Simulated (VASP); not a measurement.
Write the native input for VASP 6.6.1 that does the following.

- Task: single point
- Functional: PBE
- Potentials or basis: VASP PAW PBE potentials, release 64 (Ir)
- Cutoff: 520 eV
- k mesh: 18 × 18 × 18
- Occupations: fermi-dirac, width 0.08 eV
- Spin: no spin polarisation
- Dipole correction: no
- Further INCAR settings: ALGO = Normal; EDIFF = 1e-07; NBANDS = 10

The structure of Ir lies in POSCAR:

```
Ir
1.0
    0.0000000000      1.7935958138      1.7935958138
    1.7935958138      0.0000000000      1.7935958138
    1.7935958138      1.7935958138      0.0000000000
Ir
1
Direct
    0.0000000000      0.0000000000      0.0000000000
```

One way to write it, as run:

INCAR

```
SYSTEM = Ir
PREC = Accurate ; ENCUT = 520
EDIFF = 1E-7 ; ISMEAR = -1
SIGMA = 0.08 ; LREAL = .FALSE.
LASPH = .TRUE. ; NELM = 80
ALGO = Normal ; ISIF = 2
LWAVE = .FALSE. ; LCHARG = .FALSE.
GGA = PE ; NBANDS = 10
```

KPOINTS

```
regular mesh
0
G
  18 18 18
  0 0 0
```

Potentials or basis: VASP PAW PBE potentials, release 64 (Ir).

Launch:

```bash
$ cat potpaw_PBE.64/Ir/POTCAR > POTCAR
$ mpirun -np 1 vasp_std > vasp.out
```

Results of the run:

- Pressure: 143.4 GPa

Run time: 38 s on 1 thread of Intel Xeon 8259CL, with other jobs on the host, peak memory 0.15 GiB.
